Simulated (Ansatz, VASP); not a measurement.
**One calculation of CuO, two programs**

```
CELL_PARAMETERS angstrom
2.33592 -1.75237 0.07376
2.34623 1.76649 0.04878
-0.71741 -0.03948 5.19656
ATOMIC_POSITIONS crystal
Cu 0.01425 0.47965 0.06043
Cu 0.47088 0.15407 0.47412
O 0.56927 0.29603 0.26394
O 0.44560 0.57025 0.70150
```

Change from the starting cell: volume scaled by 1.04.

Alike in both runs: task single point; functional PBE; k mesh 10 × 10 × 5; occupations fermi-dirac, width 0.05 eV; no spin polarisation.

|  | VASP | Ansatz |
| --- | --- | --- |
| version | VASP 6.6.1 | Ansatz 0.2.0 |
| potentials or method | VASP PAW PBE potentials, release 64 (Cu, O), cutoff 520 eV | all-electron LAPW, scalar-relativistic |

|  | VASP | Ansatz | Ansatz less VASP |
| --- | --- | --- | --- |
| gap on the k mesh at the Fermi level (eV) | none | none | - |
| pressure (GPa) | 78.8 | 81.9 | +3.10 |
| traceless stress, the component that is largest in VASP (GPa) | 67.06 | 68.44 | +1.383 |
| rms of the force components (eV/Å) | 14.982 | 15.727 | +0.7447 |

Atom by atom the forces differ by 0.776 eV/Å (rms over components). A gap of «none» marks a metal or a gap that the smearing closes. Both programs put the cell under a high pressure, so it lies far from rest at this level. Ansatz ran all-electron here, and VASP with PAW potentials.

Noted on VASP's run: the cell as given lies far from equilibrium.
